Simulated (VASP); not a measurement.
Runs of VASP 6.6.1 on Au. The structure is that of space group P6_3/mmc (No. 194), or close to it. The cells are those of the table. 

| task | cell | k mesh | cutoff (eV) | gap on the mesh (eV) | pressure (GPa) |
| --- | --- | --- | --- | --- | --- |
| single point | a = 2.980, b = 2.980, c = 5.069 Å, angles 90.0, 90.0, 120.0°, 2 atoms | 13 × 13 × 7 | 520 | none | 0.4 |
| single point | a = 3.057, b = 3.057, c = 5.200 Å, angles 90.0, 90.0, 120.0°, 2 atoms | 14 × 14 × 7 | 520 | none | -5.8 |
| single point | a = 3.019, b = 3.019, c = 5.135 Å, angles 90.0, 90.0, 120.0°, 2 atoms | 14 × 14 × 7 | 520 | none | (a) |
| single point | a = 2.939, b = 2.939, c = 5.000 Å, angles 90.0, 90.0, 120.0°, 2 atoms | 14 × 14 × 7 | 520 | none | 5.5 |
| relaxation of cell and atoms | relaxed from a = 2.884, b = 2.884, c = 4.709 Å, angles 90.0, 90.0, 120.0°, 2 atoms | 13 × 13 × 7 | 600 | none | 0.0 |

Alike in all rows: level BLYP; potentials or basis VASP PAW PBE potentials, release 64 (Au); no spin polarisation; smearing fermi-dirac 0.1 eV.

Question: Estimate the missing entries.

Answer: (a) -3.0.

Caveats: the PAW data sets were made with another functional, which shifts forces and pressure a little; spin-orbit coupling is left out, which moves the levels of the heavy elements.

A k mesh can miss the band edges, and the runs leave out spin-orbit coupling on Au.

A gap of «none» marks levels without a gap at the run's occupations.
